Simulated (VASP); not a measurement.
# Lu3TiN (Pm-3m) in VASP: further runs

Runs on Lu3TiN. Level: PBE. Tasks: single point.

All numbers are computed with VASP 6.6.1; they aren't measurements. Logs are shortened: lines on timing, memory, paths and dates and some standing lists are left out, and cuts for length are marked.

**1. The cell of the first run**

The structure is cubic, space group Pm-3m (No. 221). Conventional cell: a = 4.589 Å, b = 4.589 Å, c = 4.589 Å, α = 90.00°, β = 90.00°, γ = 90.00°. Lu (site symmetry 4/mmm) has 2 N at 2.29 Å within 3.0 Å. Within 4.3 Å of Ti (site symmetry m-3m) lie 12 Lu at 3.25 Å and 8 N at 3.97 Å. Within 3.0 Å of N (site symmetry m-3m) lie 6 Lu at 2.29 Å.

The cell was generated, and may not be a known phase.

**2. Single point, PBE, collinear spin**

The input, INCAR:

```
SYSTEM = Lu3TiN
PREC = Accurate ; ENCUT = 520
EDIFF = 1E-7 ; ISMEAR = 0
SIGMA = 0.1 ; LREAL = .FALSE.
LASPH = .TRUE. ; NELM = 150
ALGO = Normal ; ISIF = 2
LWAVE = .FALSE. ; LCHARG = .TRUE.
ISPIN = 2 ; MAGMOM = 0 0 0 1 0
LORBIT = 11 ; LMAXMIX = 4
GGA = PE ; LELF = .TRUE.
LVHAR = .TRUE. ; NBANDS = 58
```

The input, KPOINTS:

```
Automatic mesh
0
G
  4 4 4
  0 0 0
```

The input, POSCAR:

```
Lu3TiN
1.0
    4.5892999300      0.0000000000      0.0000000000
    0.0000000000      4.5892999300      0.0000000000
    0.0000000000      0.0000000000      4.5892999300
Lu Ti N
3 1 1
Direct
    0.5000000000      0.0000000000      0.5000000000
    0.5000000000      0.5000000000      0.0000000000
    0.0000000000      0.5000000000      0.5000000000
    0.0000000000      0.0000000000      0.0000000000
    0.5000000000      0.5000000000      0.5000000000
```

Potentials or basis: VASP PAW PBE potentials, release 64 (Lu, Ti_sv, N).

Started as:

```bash
cat potpaw_PBE.64/Lu/POTCAR potpaw_PBE.64/Ti_sv/POTCAR potpaw_PBE.64/N/POTCAR > POTCAR
mpirun -np 1 vasp_std > vasp.out
```

OUTCAR:

```text
SYSTEM = Lu3TiN
   PREC = Accurate
   ENCUT = 520
   EDIFF = 1E-7
   ISMEAR = 0
   LREAL = .FALSE.
   LASPH = .TRUE.
   NELM = 150
   ISIF = 2
   ISPIN = 2
   LORBIT = 11
   GGA = PE

 ion  position               nearest neighbor table
   1  0.500  0.000  0.500-   5 2.29   5 2.29   4 3.25   2 3.25   2 3.25   4 3.25   2 3.25   3 3.25
                             3 3.25   2 3.25   3 3.25   4 3.25   4 3.25   3 3.25
   2  0.500  0.500  0.000-   5 2.29   5 2.29   4 3.25   1 3.25   1 3.25   3 3.25   3 3.25   1 3.25
                             4 3.25   1 3.25   3 3.25   4 3.25   3 3.25   4 3.25
   3  0.000  0.500  0.500-   5 2.29   5 2.29   4 3.25   1 3.25   2 3.25   4 3.25   1 3.25   4 3.25
                             4 3.25   1 3.25   2 3.25   2 3.25   2 3.25   1 3.25
   4  0.000  0.000  0.000-   1 3.25   2 3.25   3 3.25   1 3.25   3 3.25   2 3.25   3 3.25   3 3.25
                             1 3.25   2 3.25   1 3.25   2 3.25
   5  0.500  0.500  0.500-   1 2.29   2 2.29   3 2.29   2 2.29   1 2.29   3 2.29

  LATTYP: Found a simple cubic cell.
 ALAT       =     4.5892999300

  Lattice vectors:

 A1 = (   4.5892999300,   0.0000000000,   0.0000000000)
 A2 = (   0.0000000000,   4.5892999300,   0.0000000000)
 A3 = (   0.0000000000,   0.0000000000,   4.5892999300)

Analysis of symmetry for initial positions (statically):
=====================================================================
 Subroutine PRICEL returns:
 Original cell was already a primitive cell.

 Routine SETGRP: Setting up the symmetry group for a
 simple cubic supercell.

 Subroutine GETGRP returns: Found 48 space group operations
 (whereof 48 operations were pure point group operations)
 out of a pool of 48 trial point group operations.

The static configuration has the point symmetry O_h .

Analysis of symmetry for dynamics (positions and initial velocities):
=====================================================================
 Subroutine PRICEL returns:
 Original cell was already a primitive cell.

 Routine SETGRP: Setting up the symmetry group for a
 simple cubic supercell.

 Subroutine GETGRP returns: Found 48 space group operations
 (whereof 48 operations were pure point group operations)
 out of a pool of 48 trial point group operations.

The dynamic configuration has the point symmetry O_h .

Analysis of structural, dynamic, and magnetic symmetry:
=====================================================================
 Subroutine PRICEL returns:
 Original cell was already a primitive cell.

 Routine SETGRP: Setting up the symmetry group for a
 simple cubic supercell.

 Subroutine GETGRP returns: Found 48 space group operations
 (whereof 48 operations were pure point group operations)
 out of a pool of 48 trial point group operations.

The overall configuration has the point symmetry O_h .

 Subroutine INISYM returns: Found 48 space group operations
 (whereof 48 operations are pure point group operations),
 and found     1 'primitive' translations

----------------------------------------------------------------------------------------

                                     Primitive cell

  volume of cell :      96.6583

  direct lattice vectors                    reciprocal lattice vectors
     4.589299930  0.000000000  0.000000000     0.217898158  0.000000000  0.000000000
     0.000000000  4.589299930  0.000000000     0.000000000  0.217898158  0.000000000
     0.000000000  0.000000000  4.589299930     0.000000000  0.000000000  0.217898158

  length of vectors
     4.589299930  4.589299930  4.589299930     0.217898158  0.217898158  0.217898158

  position of ions in fractional coordinates (direct lattice)
     0.500000000  0.000000000  0.500000000
     0.500000000  0.500000000  0.000000000
     0.000000000  0.500000000  0.500000000
     0.000000000  0.000000000  0.000000000
     0.500000000  0.500000000  0.500000000

  ion indices of the primitive-cell ions
   primitive index   ion index
                 1           1
                 2           2
                 3           3
                 4           4
[... 35 lines left out ...]
  0.500000  0.500000  0.000000      3.000000
  0.250000  0.250000  0.250000      8.000000
  0.500000  0.250000  0.250000     12.000000
  0.500000  0.500000  0.250000      6.000000
  0.500000  0.500000  0.500000      1.000000
   k-points           NKPTS =     10   k-points in BZ     NKDIM =     10   number of bands    NBANDS=     58
   number of dos      NEDOS =    301   number of ions     NIONS =      5
   total plane-waves  NPLWV =  46656
   dimension x,y,z NGX =    36 NGY =   36 NGZ =   36
   dimension x,y,z NGXF=    72 NGYF=   72 NGZF=   72
   ions per type =               3   1   1
   NGX,Y,Z   is equivalent  to a cutoff of  13.04, 13.04, 13.04 a.u.
   NGXF,Y,Z  is equivalent  to a cutoff of  26.08, 26.08, 26.08 a.u.
 SYSTEM =  Lu3TiN
   PREC   = accura    normal or accurate (medium, high low for compatibility)
   ISTART =      0    job   : 0-new  1-cont  2-samecut
   ICHARG =      2    charge: 1-file 2-atom 10-const
   ISPIN  =      2    spin polarized calculation?
   LNONCOLLINEAR =      F non collinear calculations
   LSORBIT =      F    spin-orbit coupling
   LASPH  =      T    aspherical Exc in radial PAW
   ENCUT  =  520.0 eV  38.22 Ry    6.18 a.u.   8.53  8.53  8.53*2*pi/ulx,y,z
   NELM   =    150;   NELMIN=  2; NELMDL= -5     # of ELM steps
   EDIFF  = 0.1E-06   stopping-criterion for ELM
   LREAL  =      F    real-space projection
   EDIFFG = 0.1E-05   stopping-criterion for IOM
   NSW    =      0    number of steps for IOM
   IBRION =     -1    ionic relax: 0-MD 1-quasi-New 2-CG
   NFREE  =      0    steps in history (QN), initial steepest desc. (CG)
   ISIF   =      2    stress and relaxation
   ISYM   =      2    0-nonsym 1-usesym 2-fastsym
   POTIM  = 0.5000    time-step for ionic-motion
   TEBEG  =    0.0;   TEEND  =   0.0 temperature during run
   PSTRESS=    0.0 pullay stress
   NELECT =      92.0000    total number of electrons
   NUPDOWN=      -1.0000    fix difference up-down
   EMIN   =  10.00;   EMAX   =-10.00  energy-range for DOS
   EFERMI =   0.00;   METHOD = LEGACY
   ISMEAR =     0;   SIGMA  =   0.10  broadening in eV -4-tet -1-fermi 0-gaus
   EFERMI_NEDOS =   21; number of points for ismear=-14 and -15
   IALGO  =     38    algorithm
   IMIX   =      4    mixing-type and parameters
     AMIX     =   0.40;   BMIX     =  1.00
     AMIX_MAG =   1.60;   BMIX_MAG =  1.00
  volume/ion in A,a.u.               =      19.33       130.46
  Fermi-wavevector in a.u.,A,eV,Ry     =   1.610365  3.043149 35.283656  2.593276
  Thomas-Fermi vector in A             =   2.705927
   LORBIT       =     11    0 simple, 1 ext, 2 COOP (PROOUT), +10 PAW based schemes
   GGA     = PE    functional components
   LHFCALC =     F    Hartree Fock is set to
   AEXX    =    0.0000 exact exchange contribution
   IVDW    =     0    specifies the selected vdW correction
   LEPSILON=     F    determine dielectric tensor
   LRPA    =     F    only Hartree local field effects (RPA)
 spin polarized calculation
 Gauss-broadening in eV      SIGMA  =   0.10
  energy-cutoff  :      520.00
  volume of cell :       96.66
 maximum number of plane-waves:      2624
 NGX is ok and might be reduce to    36
   NGX = 17   NGY = 17   NGZ = 17

 number of electron      92.0000039 magnetization       0.0045576

 number of electron      92.0000039 magnetization      -0.0013548

 Free energy of the ion-electron system (eV)
  ---------------------------------------------------
  ext. energy  EPLUGINS =         0.00000000
  ---------------------------------------------------
  free energy    TOTEN  =       -31.86008781 eV

  energy without entropy =      -31.82361465  energy(sigma->0) =      -31.84185123

 E-fermi :   4.0418     XC(G=0): -11.5863

 val. band max:        4.0376561315   @ k =   0.5000   0.2500   0.0000
 cond. band min:       4.0428923484   @ k =   0.5000   0.2500   0.0000
 fundamental gap:      0.0052362169
 Fermi energy:         4.0417652074

 spin component 1

 k-point     1 :       0.0000    0.0000    0.0000
  band No.  band energies     occupation
      1     -52.8363      1.00000
      2     -51.4676      1.00000
      3     -51.3957      1.00000
      4     -51.3957      1.00000
      5     -29.0888      1.00000
      6     -29.0888      1.00000
[... 599 lines left out ...]
     57      10.0480      0.00000
     58      10.0480      0.00000
 Fermi energy:         4.0417652074

 spin component 2

 k-point     1 :       0.0000    0.0000    0.0000
  band No.  band energies     occupation
      1     -52.8371      1.00000
      2     -51.4676      1.00000
      3     -51.3957      1.00000
      4     -51.3957      1.00000
      5     -29.0896      1.00000
      6     -29.0896      1.00000
[... 599 lines left out ...]
     57      10.0480      0.00000
     58      10.0480      0.00000

------------------------ aborting loop because EDIFF is reached ----------------------------------------

  FORCE on cell =-STRESS in cart. coord.  units (eV):
  Direction    XX          YY          ZZ          XY          YZ          ZX
  --------------------------------------------------------------------------------------
  -------------------------------------------------------------------------------------
  Total        4.0063469      4.0063469      4.0063469      0.0000000     -0.0000000      0.0000000
  in kB       66.4079098     66.4079098     66.4079098      0.0000000     -0.0000000      0.0000000
  external PRESSURE =      66.4079098 kB  Pullay stress =       0.0000000 kB

 VOLUME and BASIS-vectors are now :
 -----------------------------------------------------------------------------
  energy-cutoff  :      520.00
  volume of cell :       96.66
      direct lattice vectors                 reciprocal lattice vectors
     4.589299930  0.000000000  0.000000000     0.217898158  0.000000000  0.000000000
     0.000000000  4.589299930  0.000000000     0.000000000  0.217898158  0.000000000
     0.000000000  0.000000000  4.589299930     0.000000000  0.000000000  0.217898158

 POSITION                                       TOTAL-FORCE (eV/Angst)
 -----------------------------------------------------------------------------------
      2.29465      0.00000      2.29465         0.000000      0.000000      0.000000
      2.29465      2.29465      0.00000         0.000000      0.000000      0.000000
      0.00000      2.29465      2.29465         0.000000      0.000000      0.000000
      0.00000      0.00000      0.00000         0.000000      0.000000      0.000000
      2.29465      2.29465      2.29465         0.000000      0.000000      0.000000
 -----------------------------------------------------------------------------------
    total drift:                                0.000000      0.000000      0.000000

  FREE ENERGIE OF THE ION-ELECTRON SYSTEM (eV)
  ---------------------------------------------------
  free  energy   TOTEN  =       -31.8600878084 eV

  energy  without entropy=      -31.8236146458  energy(sigma->0) =      -31.84185123

 total charge

# of ion       s       p       d       f       tot
--------------------------------------------------
    1        2.313   6.094   1.010  14.000  23.417
    2        2.313   6.094   1.010  14.000  23.417
    3        2.313   6.094   1.010  14.000  23.417
    4        2.229   6.068   1.853   0.000  10.150
    5        1.249   2.496   0.000   0.000   3.745
--------------------------------------------------
tot         10.418  26.847   4.882  42.000  84.147

 magnetization (x)

# of ion       s       p       d       f       tot
--------------------------------------------------
    1       -0.000  -0.000  -0.000  -0.000  -0.000
    2       -0.000  -0.000  -0.000  -0.000  -0.000
    3       -0.000  -0.000  -0.000  -0.000  -0.000
    4       -0.000  -0.000  -0.001   0.000  -0.001
    5        0.000  -0.000   0.000   0.000  -0.000
--------------------------------------------------
tot         -0.000  -0.000  -0.001  -0.000  -0.001
```

It took 8.4 min on 1 thread of Intel Xeon 8259CL, shared host; peak memory 0.3 GiB.

What came out:

```yaml
Free_energy: -31.8601 eV
Pressure: 6.6 GPa
Band_gap_on_the_k_mesh: zero (filled and empty bands overlap)
Net_moment: 0.00 μB per cell
Valence_electrons_inside_the_program's_atomic_spheres: Lu 23.42; Ti 10.15; N 3.75
```

Levels at points of the mesh, in eV from the Fermi level:
Spin up:
| k point | band 42 | band 43 | band 44 | band 45 | band 46 | band 47 | band 48 | band 49 |
| --- | --- | --- | --- | --- | --- | --- | --- | --- |
| (0.00, 0.00, 0.00) | -1.82 | -1.82 | -1.82 | -1.10 | -1.10 | -1.10 | 1.70 | 1.70 |
| (0.50, 0.00, 0.00) | -2.42 | -2.42 | -0.86 | -0.09 | 0.29 | 0.29 | 0.37 | 0.76 |
| (0.50, 0.50, 0.00) | -1.93 | -1.10 | -1.10 | -0.77 | 0.14 | 0.14 | 0.26 | 0.27 |
| (0.50, 0.50, 0.50) | -2.56 | -0.75 | -0.75 | -0.75 | 0.66 | 0.66 | 0.66 | 0.89 |
Spin down:
| k point | band 43 | band 44 | band 45 | band 46 | band 47 | band 48 |
| --- | --- | --- | --- | --- | --- | --- |
| (0.00, 0.00, 0.00) | -1.82 | -1.82 | -1.10 | -1.10 | -1.10 | 1.70 |
| (0.50, 0.00, 0.00) | -2.42 | -0.86 | -0.09 | 0.29 | 0.29 | 0.37 |
| (0.50, 0.50, 0.00) | -1.10 | -1.10 | -0.78 | 0.14 | 0.14 | 0.26 |
| (0.50, 0.50, 0.50) | -0.75 | -0.75 | -0.75 | 0.66 | 0.66 | 0.66 |

Caveat: the cell stands under pressure; spin-orbit coupling is left out, which moves the levels of the heavy elements.

**3. Single point, PBE, collinear spin**

This run uses another cell than the first one, of 21.03 Å³/atom.

The input, INCAR:

```
SYSTEM = Lu3TiN
PREC     = Accurate       ! precision mode
ENCUT    = 520            ! plane-wave cutoff, eV
EDIFF    = 1E-6           ! SCF threshold, eV
ISMEAR   = 0              ! smearing method
SIGMA    = 0.1            ! smearing width, eV
LREAL    = .False.        ! projectors in reciprocal space
LASPH    = .True.         ! aspherical terms in the spheres
NELM     = 150            ! most SCF steps
ALGO     = Normal         ! electronic algorithm
ISIF     = 2              ! what is computed and relaxed
LWAVE    = .False.        ! write WAVECAR
LCHARG   = .True.         ! write CHGCAR
ISPIN    = 2              ! spin polarisation
MAGMOM   = 0 0 0 1 0      ! initial moments
LORBIT   = 11             ! projections on sites
LMAXMIX  = 4              ! l up to which the mixer works
GGA      = PE             ! functional
LELF     = .True.         ! ELF
LVHAR    = .True.       
NBANDS   = 58             ! bands
```

The input, KPOINTS:

```
Automatic mesh
0
Gamma
  4 4 4
  0 0 0
```

Changes to POSCAR since step 2:

```diff
@@ -2,5 +2,5 @@
 1.0
-    4.5892999300      0.0000000000      0.0000000000
-    0.0000000000      4.5892999300      0.0000000000
-    0.0000000000      0.0000000000      4.5892999300
+    4.7200788065      0.0000000000      0.0000000000
+    0.0000000000      4.7200788065      0.0000000000
+    0.0000000000      0.0000000000      4.7200788065
 Lu Ti N
```

Potentials or basis: VASP PAW PBE potentials, release 64 (Lu, Ti_sv, N).

Started as:

```bash
cat potpaw_PBE.64/Lu/POTCAR potpaw_PBE.64/Ti_sv/POTCAR potpaw_PBE.64/N/POTCAR > POTCAR
mpirun -np 1 vasp_std > vasp.out
```

OUTCAR:

```text
SYSTEM = Lu3TiN
   PREC = Accurate
   ENCUT = 520
   EDIFF = 1E-6
   ISMEAR = 0
   LREAL = .False.
   LASPH = .True.
   NELM = 150
   ISIF = 2
   ISPIN = 2
   LORBIT = 11
   GGA = PE

 ion  position               nearest neighbor table
   1  0.500  0.000  0.500-   5 2.36   5 2.36   4 3.34   2 3.34   2 3.34   4 3.34   2 3.34   3 3.34
                             3 3.34   2 3.34   3 3.34   4 3.34   4 3.34   3 3.34
   2  0.500  0.500  0.000-   5 2.36   5 2.36   4 3.34   1 3.34   1 3.34   3 3.34   3 3.34   1 3.34
                             4 3.34   1 3.34   3 3.34   4 3.34   3 3.34   4 3.34
[... 1446 lines left out ...]
 POSITION                                       TOTAL-FORCE (eV/Angst)
 -----------------------------------------------------------------------------------
      2.36004      0.00000      2.36004         0.000000      0.000000      0.000000
      2.36004      2.36004      0.00000         0.000000      0.000000      0.000000
      0.00000      2.36004      2.36004         0.000000      0.000000      0.000000
      0.00000      0.00000      0.00000         0.000000      0.000000      0.000000
      2.36004      2.36004      2.36004         0.000000      0.000000      0.000000
 -----------------------------------------------------------------------------------
    total drift:                                0.000000      0.000000      0.000000

  FREE ENERGIE OF THE ION-ELECTRON SYSTEM (eV)
  ---------------------------------------------------
  free  energy   TOTEN  =       -32.1523875090 eV

  energy  without entropy=      -32.1271695840  energy(sigma->0) =      -32.13977855

 total charge

# of ion       s       p       d       f       tot
--------------------------------------------------
    1        2.302   6.086   0.874  13.993  23.255
    2        2.302   6.086   0.874  13.993  23.255
    3        2.302   6.086   0.874  13.993  23.255
    4        2.208   6.063   1.853   0.000  10.124
    5        1.246   2.443   0.000   0.000   3.689
--------------------------------------------------
tot         10.359  26.764   4.476  41.980  83.578

 magnetization (x)

# of ion       s       p       d       f       tot
--------------------------------------------------
    1        0.000   0.028   0.146   0.007   0.181
    2        0.000   0.028   0.146   0.007   0.181
    3        0.000   0.028   0.146   0.007   0.181
    4        0.019   0.045   1.305   0.000   1.368
    5       -0.000   0.015   0.000   0.000   0.014
--------------------------------------------------
tot          0.019   0.143   1.743   0.022   1.927
```

stdout:

```text
POSCAR found type information on POSCAR LuTiN
 POSCAR found :  3 types and       5 ions
 scaLAPACK will be used
 LDA part: xc-table for (Slater+PW92), standard interpolation
 POSCAR, INCAR and KPOINTS ok, starting setup
 FFT: planning ... GRIDC
 FFT: planning ... GRID_SOFT
 FFT: planning ... GRID
 WAVECAR not read
 entering main loop
```

It took 6.3 min on 1 thread of Intel Xeon 8259CL, shared host; peak memory 0.31 GiB.

What came out:

| Property | Result |
| --- | --- |
| Free energy | -32.1524 eV |
| Pressure | 0.3 GPa |
| Net moment | 3.13 μB per cell |
| Site moments | Lu +0.18; Ti +1.37; N +0.01 μB |
| Valence electrons inside the program's atomic spheres | Lu 23.25; Ti 10.12; N 3.69 |

Levels at points of the mesh, in eV from the Fermi level:
Spin up:
```tsv
k point	band 43	band 44	band 45	band 46	band 47	band 48	band 49	band 50	band 51	band 52
(0.00, 0.00, 0.00)	-1.96	-1.96	-1.22	-1.22	-1.22	1.36	1.36	1.36	2.75	2.75
(0.50, 0.00, 0.00)	-2.60	-0.85	-0.41	0.01	0.01	0.29	0.30	0.30	0.94	2.12
(0.50, 0.50, 0.00)	-1.25	-1.25	-1.13	-0.24	-0.24	0.01	0.18	1.07	1.92	1.92
(0.50, 0.50, 0.50)	-0.98	-0.98	-0.98	0.21	0.21	0.21	0.75	0.75	2.33	2.33
```
Spin down:
| k point | band 43 | band 44 | band 45 | band 46 | band 47 | band 48 |
| --- | --- | --- | --- | --- | --- | --- |
| (0.00, 0.00, 0.00) | -1.59 | -1.59 | -0.43 | -0.43 | -0.43 | 2.22 |
| (0.50, 0.00, 0.00) | -2.27 | -0.38 | 0.60 | 0.62 | 0.62 | 0.83 |
| (0.50, 0.50, 0.00) | -0.83 | -0.83 | -0.12 | 0.72 | 0.88 | 0.88 |
| (0.50, 0.50, 0.50) | -0.12 | -0.12 | -0.12 | 0.80 | 0.80 | 0.80 |

Caveat: spin-orbit coupling is left out, which moves the levels of the heavy elements.
